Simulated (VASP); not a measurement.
# PtSe2 in VASP: further runs

Aim: see how the results for PtSe2 move with the level of theory and the settings. Levels: PBE, LDA. Tasks: single point.

Program: VASP 6.6.1. These are calculated values, not measurements. Logs are shortened: lines on timing, memory, paths and dates and some standing lists are left out, and cuts for length are marked.

## (1) The cell of the first run

The cell holds a sheet with vacuum, 3 atoms: a = 3.730 Å, b = 3.730 Å, c = 29.040 Å, α = 90.00°, β = 90.00°, γ = 120.00°.

## (2) Single point, PBE

File INCAR:

```
SYSTEM = PtSe2
PREC = Accurate
ENCUT = 520
EDIFF = 1E-6
ISMEAR = 0
SIGMA = 0.01
LREAL = .False.
LASPH = .True.
NELM = 100
ALGO = Normal
ISIF = 2
LWAVE = .False.
LCHARG = .False.
LDIPOL = .True.
IDIPOL = 3
DIPOL = 0.5 0.5 0.355
GGA = PE
NBANDS = 18
```

File KPOINTS:

```
Automatic mesh
0
Gamma
  12 12 1
  0 0 0
```

File POSCAR:

```
PtSe2
1.0
    3.7300000000      0.0000000000      0.0000000000
   -1.8650000000      3.2302747561      0.0000000000
    0.0000000000      0.0000000000     29.0400000032
Se Pt
2 1
Direct
    0.6666666667      0.3333333333      0.3096390682
    0.3333333333      0.6666666667      0.4004160281
    0.0000000000      0.0000000000      0.3550275482
```

Potentials or basis: VASP PAW PBE potentials, release 64 (Se, Pt).

The run is started by

```
> cat potpaw_PBE.64/Se/POTCAR potpaw_PBE.64/Pt/POTCAR > POTCAR
> mpirun -np 1 vasp_std > vasp.out
```

OUTCAR:

```text
SYSTEM = PtSe2
   PREC = Accurate
   ENCUT = 520
   EDIFF = 1E-6
   ISMEAR = 0
   LREAL = .False.
   LASPH = .True.
   NELM = 100
   ISIF = 2
   GGA = PE

 ion  position               nearest neighbor table
   1  0.667  0.333  0.310-   3 2.52   3 2.52   3 2.52
   2  0.333  0.667  0.400-   3 2.52   3 2.52   3 2.52
   3  0.000  0.000  0.355-   2 2.52   2 2.52   2 2.52   1 2.52   1 2.52   1 2.52

  LATTYP: Found a hexagonal cell.
 ALAT       =     3.7300000000
 C/A-ratio  =     7.7855227891

  Lattice vectors:

 A1 = (   3.7300000000,   0.0000000000,   0.0000000000)
 A2 = (  -1.8650000000,   3.2302747561,   0.0000000000)
 A3 = (   0.0000000000,   0.0000000000,  29.0400000032)

Analysis of symmetry for initial positions (statically):
=====================================================================
 Subroutine PRICEL returns:
 Original cell was already a primitive cell.

 Routine SETGRP: Setting up the symmetry group for a
 hexagonal supercell.

 Subroutine GETGRP returns: Found 12 space group operations
 (whereof  6 operations were pure point group operations)
 out of a pool of 24 trial point group operations.

The static configuration has the point symmetry C_3v.
 The point group associated with its full space group is D_3d.

Analysis of symmetry for dynamics (positions and initial velocities):
=====================================================================
 Subroutine PRICEL returns:
 Original cell was already a primitive cell.

 Routine SETGRP: Setting up the symmetry group for a
 hexagonal supercell.

 Subroutine GETGRP returns: Found 12 space group operations
 (whereof  6 operations were pure point group operations)
 out of a pool of 24 trial point group operations.

The dynamic configuration has the point symmetry C_3v.
 The point group associated with its full space group is D_3d.

 Subroutine INISYM returns: Found 12 space group operations
 (whereof  6 operations are pure point group operations),
 and found     1 'primitive' translations

----------------------------------------------------------------------------------------

                                     Primitive cell

  volume of cell :     349.9008

  direct lattice vectors                    reciprocal lattice vectors
     3.730000000  0.000000000  0.000000000     0.268096515  0.154785595  0.000000000
    -1.865000000  3.230274756  0.000000000     0.000000000  0.309571190  0.000000000
     0.000000000  0.000000000 29.040000003     0.000000000  0.000000000  0.034435262

  length of vectors
     3.730000000  3.730000000 29.040000003     0.309571190  0.309571190  0.034435262

  position of ions in fractional coordinates (direct lattice)
     0.666666667  0.333333333  0.309639068
     0.333333333  0.666666667  0.400416028
     0.000000000  0.000000000  0.355027548

  ion indices of the primitive-cell ions
   primitive index   ion index
                 1           1
                 2           2
                 3           3

----------------------------------------------------------------------------------------

 KPOINTS: Automatic mesh

Automatic generation of k-mesh.
 Grid dimensions read from file:
 generate k-points for:   12   12    1

 Generating k-lattice:

  Cartesian coordinates                     Fractional coordinates (reciprocal lattice)
     0.022341376  0.012898800  0.000000000     0.083333333  0.000000000  0.000000000
     0.000000000  0.025797599  0.000000000     0.000000000  0.083333333  0.000000000
     0.000000000  0.000000000  0.034435262     0.000000000  0.000000000  1.000000000

  Length of vectors
     0.025797599  0.025797599  0.034435262

  Shift w.r.t. Gamma in fractional coordinates (k-lattice)
     0.000000000  0.000000000  0.000000000

 Subroutine IBZKPT returns following result:
 ===========================================

 Found     19 irreducible k-points:

 Following reciprocal coordinates:
            Coordinates               Weight
  0.000000  0.000000  0.000000      1.000000
  0.083333  0.000000  0.000000      6.000000
  0.166667  0.000000  0.000000      6.000000
  0.250000  0.000000  0.000000      6.000000
  0.333333  0.000000  0.000000      6.000000
  0.416667  0.000000  0.000000      6.000000
[... 11 lines left out ...]
  0.333333  0.250000  0.000000     12.000000
  0.333333  0.333333  0.000000      2.000000
   k-points           NKPTS =     19   k-points in BZ     NKDIM =     19   number of bands    NBANDS=     18
   number of dos      NEDOS =    301   number of ions     NIONS =      3
   total plane-waves  NPLWV = 169344
   dimension x,y,z NGX =    28 NGY =   28 NGZ =  216
   dimension x,y,z NGXF=    56 NGYF=   56 NGZF=  432
   ions per type =               2   1
   NGX,Y,Z   is equivalent  to a cutoff of  12.48, 12.48, 12.37 a.u.
   NGXF,Y,Z  is equivalent  to a cutoff of  24.96, 24.96, 24.73 a.u.
 SYSTEM =  PtSe2
   PREC   = accura    normal or accurate (medium, high low for compatibility)
   ISTART =      0    job   : 0-new  1-cont  2-samecut
   ICHARG =      2    charge: 1-file 2-atom 10-const
   ISPIN  =      1    spin polarized calculation?
   LNONCOLLINEAR =      F non collinear calculations
   LSORBIT =      F    spin-orbit coupling
   LASPH  =      T    aspherical Exc in radial PAW
   ENCUT  =  520.0 eV  38.22 Ry    6.18 a.u.   6.94  6.94 54.00*2*pi/ulx,y,z
   NELM   =    100;   NELMIN=  2; NELMDL= -5     # of ELM steps
   EDIFF  = 0.1E-05   stopping-criterion for ELM
   LREAL  =      F    real-space projection
   EDIFFG = 0.1E-04   stopping-criterion for IOM
   NSW    =      0    number of steps for IOM
   IBRION =     -1    ionic relax: 0-MD 1-quasi-New 2-CG
   NFREE  =      0    steps in history (QN), initial steepest desc. (CG)
   ISIF   =      2    stress and relaxation
   ISYM   =      2    0-nonsym 1-usesym 2-fastsym
   POTIM  = 0.5000    time-step for ionic-motion
   TEBEG  =    0.0;   TEEND  =   0.0 temperature during run
   PSTRESS=    0.0 pullay stress
   NELECT =      22.0000    total number of electrons
   NUPDOWN=      -1.0000    fix difference up-down
   EMIN   =  10.00;   EMAX   =-10.00  energy-range for DOS
   EFERMI =   0.00;   METHOD = LEGACY
   ISMEAR =     0;   SIGMA  =   0.01  broadening in eV -4-tet -1-fermi 0-gaus
   EFERMI_NEDOS =   21; number of points for ismear=-14 and -15
   IALGO  =     38    algorithm
   IMIX   =      4    mixing-type and parameters
     AMIX     =   0.40;   BMIX     =  1.00
     AMIX_MAG =   1.60;   BMIX_MAG =  1.00
  volume/ion in A,a.u.               =     116.63       787.08
  Fermi-wavevector in a.u.,A,eV,Ry     =   0.650980  1.230173  5.765802  0.423775
  Thomas-Fermi vector in A             =   1.720432
   LORBIT       =      0    0 simple, 1 ext, 2 COOP (PROOUT), +10 PAW based schemes
   GGA     = PE    functional components
   LHFCALC =     F    Hartree Fock is set to
   AEXX    =    0.0000 exact exchange contribution
   IVDW    =     0    specifies the selected vdW correction
   LEPSILON=     F    determine dielectric tensor
   LRPA    =     F    only Hartree local field effects (RPA)
 non-spin polarized calculation
 Gauss-broadening in eV      SIGMA  =   0.01
  energy-cutoff  :      520.00
  volume of cell :      349.90
 maximum number of plane-waves:      9457
 NGX is ok and might be reduce to    28
   NGX = 13   NGY = 13   NGZ =107

 dipolmoment           0.000000      0.000000     -0.000003 electrons x Angstroem

 number of electron      21.9999997 magnetization

 dipolmoment           0.000000      0.000000      0.000003 electrons x Angstroem

 Free energy of the ion-electron system (eV)
  ---------------------------------------------------
  ext. energy  EPLUGINS =         0.00000000
  ---------------------------------------------------
  free energy    TOTEN  =       -14.29503897 eV

  energy without entropy =      -14.29503897  energy(sigma->0) =      -14.29503897

 E-fermi :  -3.6618     XC(G=0):  -2.3448

 val. band max:       -3.7623913287   @ k =   0.0833   0.0000   0.0000
 cond. band min:      -2.3847162574   @ k =   0.2500   0.0000   0.0000
 fundamental gap:      1.3776750713
 Fermi energy:        -3.6618200151

 k-point     1 :       0.0000    0.0000    0.0000
  band No.  band energies     occupation
      1     -17.7199      2.00000
      2     -15.9659      2.00000
      3      -8.8065      2.00000
      4      -8.7939      2.00000
      5      -8.7939      2.00000
      6      -6.5783      2.00000
[... 10 lines left out ...]
     17       1.9059      0.00000
     18       2.3533      0.00000

 k-point     2 :       0.0833    0.0000    0.0000
  band No.  band energies     occupation
      1     -17.6466      2.00000
      2     -15.9703      2.00000
      3      -8.8082      2.00000
      4      -8.7494      2.00000
      5      -8.7321      2.00000
      6      -6.6814      2.00000
[... 10 lines left out ...]
     17       2.2331      0.00000
     18       2.4851      0.00000

 k-point     3 :       0.1667    0.0000    0.0000
  band No.  band energies     occupation
      1     -17.4360      2.00000
      2     -15.9837      2.00000
      3      -8.8238      2.00000
      4      -8.6311      2.00000
      5      -8.5252      2.00000
      6      -7.0603      2.00000
[... 10 lines left out ...]
     17       2.5223      0.00000
     18       2.6851      0.00000

 k-point     4 :       0.2500    0.0000    0.0000
  band No.  band energies     occupation
      1     -17.1188      2.00000
      2     -16.0058      2.00000
      3      -8.8220      2.00000
      4      -8.4886      2.00000
      5      -8.2982      2.00000
      6      -7.6137      2.00000
[... 270 lines left out ...]
      4      -8.5267      2.00000
      5      -8.1228      2.00000
      6      -7.4257      2.00000
[... 10 lines left out ...]
     17       4.6680      0.00000
     18       4.7156      0.00000

 k-point    18 :       0.3333    0.2500    0.0000
  band No.  band energies     occupation
      1     -16.1591      2.00000
      2     -16.0861      2.00000
      3      -9.2042      2.00000
      4      -8.5603      2.00000
      5      -8.1994      2.00000
      6      -7.2735      2.00000
[... 10 lines left out ...]
     17       4.8640      0.00000
     18       5.2915      0.00000

 k-point    19 :       0.3333    0.3333    0.0000
  band No.  band energies     occupation
      1     -16.0929      2.00000
      2     -16.0929      2.00000
      3      -8.9759      2.00000
      4      -8.5795      2.00000
      5      -8.5795      2.00000
      6      -7.1734      2.00000
[... 10 lines left out ...]
     17       5.0144      0.00000
     18       5.1890      0.00000

------------------------ aborting loop because EDIFF is reached ----------------------------------------

 vacuum level on the upper side and lower side of the slab       (xc-potential included)        -0.007        -0.007

  FORCE on cell =-STRESS in cart. coord.  units (eV):
  Direction    XX          YY          ZZ          XY          YZ          ZX
  --------------------------------------------------------------------------------------
  -------------------------------------------------------------------------------------
  Total        0.3141308      0.3141308     -0.0173349      0.0000000      0.0000000      0.0000000
  in kB        1.4383884      1.4383884     -0.0793756      0.0000000      0.0000000      0.0000000
  external PRESSURE =       0.9324671 kB  Pullay stress =       0.0000000 kB

 VOLUME and BASIS-vectors are now :
 -----------------------------------------------------------------------------
  energy-cutoff  :      520.00
  volume of cell :      349.90
      direct lattice vectors                 reciprocal lattice vectors
     3.730000000  0.000000000  0.000000000     0.268096515  0.154785595  0.000000000
    -1.865000000  3.230274756  0.000000000     0.000000000  0.309571190  0.000000000
     0.000000000  0.000000000 29.040000003     0.000000000  0.000000000  0.034435262

 POSITION                                       TOTAL-FORCE (eV/Angst)
 -----------------------------------------------------------------------------------
      1.86500      1.07676      8.99192         0.000000      0.000000      0.001315
     -0.00000      2.15352     11.62808        -0.000000      0.000000     -0.001315
      0.00000      0.00000     10.31000         0.000000     -0.000000      0.000000
 -----------------------------------------------------------------------------------
    total drift:                                0.000000     -0.000000      0.000049

  FREE ENERGIE OF THE ION-ELECTRON SYSTEM (eV)
  ---------------------------------------------------
  free  energy   TOTEN  =       -14.2950389704 eV

  energy  without entropy=      -14.2950389704  energy(sigma->0) =      -14.29503897

 vacuum level on the upper side and lower side of the slab         1.923         1.923
```

It took 4.7 min on 1 thread of Intel Xeon 8259CL, shared host; peak memory 0.49 GiB.

What came out:

| Quantity | Value |
| --- | --- |
| Free energy | -14.2950 eV |
| Band gap on the k mesh | 1.38 eV (least direct gap 1.62 eV) |

Levels at points of the mesh, in eV from the valence-band top:
| k point | band 7 | band 8 | band 9 | band 10 | band 11 | band 12 | band 13 | band 14 | band 15 | band 16 |
| --- | --- | --- | --- | --- | --- | --- | --- | --- | --- | --- |
| (0.00, 0.00, 0.00) | -2.82 | -1.25 | -0.61 | 0.00 | 0.00 | 2.94 | 2.94 | 4.51 | 5.23 | 5.58 |
| (0.50, 0.00, 0.00) | -2.28 | -2.28 | -1.93 | -1.79 | -1.40 | 2.38 | 2.69 | 4.68 | 6.19 | 7.63 |

Caveat: spin-orbit coupling is left out, which moves the levels of the heavy elements.

(Continued in part 2 of 2.)
